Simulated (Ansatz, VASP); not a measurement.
## Co: VASP beside Ansatz

```
CELL_PARAMETERS angstrom
2.50740 0.00000 0.00000
0.00000 4.34294 0.00000
1.25370 2.17147 4.06990
ATOMIC_POSITIONS crystal
Co 0.87500 0.20833 0.25000
Co 0.37500 0.70833 0.25000
Co 0.12500 0.79167 0.75000
Co 0.62500 0.29167 0.75000
```

Alike in both runs: task single point; functional PBE; k mesh 12 × 12 × 12; occupations fermi-dirac, width 0.08 eV; collinear spin.

|  | VASP | Ansatz |
| --- | --- | --- |
| version | VASP 6.6.1 | Ansatz 0.2.0 |
| potentials or method | VASP PAW PBE potentials, release 64 (Co), cutoff 520 eV | all-electron LAPW, scalar-relativistic |

VASP gave:

- pressure (GPa): -4.5
- traceless stress, the component that is largest in VASP (GPa): -0.68
- net moment per atom (μB): 1.63
- size of the moment on the site where the two differ most (μB): 1.65

Task: Which values does Ansatz return?

Result: Pressure (GPa): -3.9; traceless stress, the component that is largest in VASP (GPa): -0.58; net moment per atom (μB): 1.64; size of the moment on the site where the two differ most (μB): 1.69.

Site moments also hang on the region over which each program counts them. Ansatz ran all-electron here, and VASP with PAW potentials. Ansatz's warnings: seeded moment not kept.
